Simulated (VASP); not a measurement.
**Ti3H2: single point with PBE**

Ti3H2:

```
Ti H
1.0
     2.93767    0.00000    0.00000
    -1.46883    2.54410    0.00000
     0.00000    0.00000    7.26161
Ti H
3 2
Direct
  0.00000 0.00000 0.00000
  0.33333 0.66667 0.65890
  0.66667 0.33333 0.34110
  0.33333 0.66667 0.16531
  0.66667 0.33333 0.83469
```

```json
{
  "Program": "VASP 6.6.1",
  "Task": "single point",
  "Functional": "PBE",
  "Potentials or basis": "VASP PAW PBE potentials, release 64 (Ti_sv, H)",
  "Cutoff": "520 eV",
  "k mesh": "12 × 12 × 6",
  "Occupations": "gaussian, width 0.1 eV",
  "Spin": "no spin polarisation",
  "Dipole correction": "no",
  "Further INCAR settings": "ALGO = Normal; EDIFF = 1e-07; NBANDS = 27"
}
```

| Quantity | Value |
| --- | --- |
| Pressure | -0.2 GPa |
| Largest force | 0.008 eV/Å |
| Band gap on the k mesh | zero (bands 19 and 20 overlap by 0.90 eV) |

Forces in eV/Å, atoms in the order of the input:
```
Ti   0.000  0.000  0.000
Ti   0.000  0.000 -0.008
Ti   0.000  0.000  0.008
H    0.000  0.000 -0.001
H    0.000  0.000  0.001
```

Levels at points of the mesh, in eV from the Fermi level:
```csv
k point,band 15,band 16,band 17,band 18,band 19,band 20,band 21,band 22,band 23,band 24
"(0.00, 0.00, 0.00)",-4.05,-1.47,-0.52,0.65,0.65,0.75,0.78,0.78,0.79,0.79
"(0.50, 0.00, 0.00)",-2.51,-2.00,-1.78,-1.09,-0.02,0.32,1.02,1.07,2.02,3.31
"(0.00, 0.00, 0.50)",-2.92,-2.50,-0.07,0.47,0.47,0.51,0.95,0.95,0.97,0.97
"(0.50, 0.00, 0.50)",-2.93,-1.60,-1.50,-1.07,0.26,0.27,0.49,0.92,2.36,2.49
```

Run time: 97 s on 1 thread of AMD EPYC 9R45 96-Core Processor (Zen 5), on a shared host, peak memory 0.23 GiB.
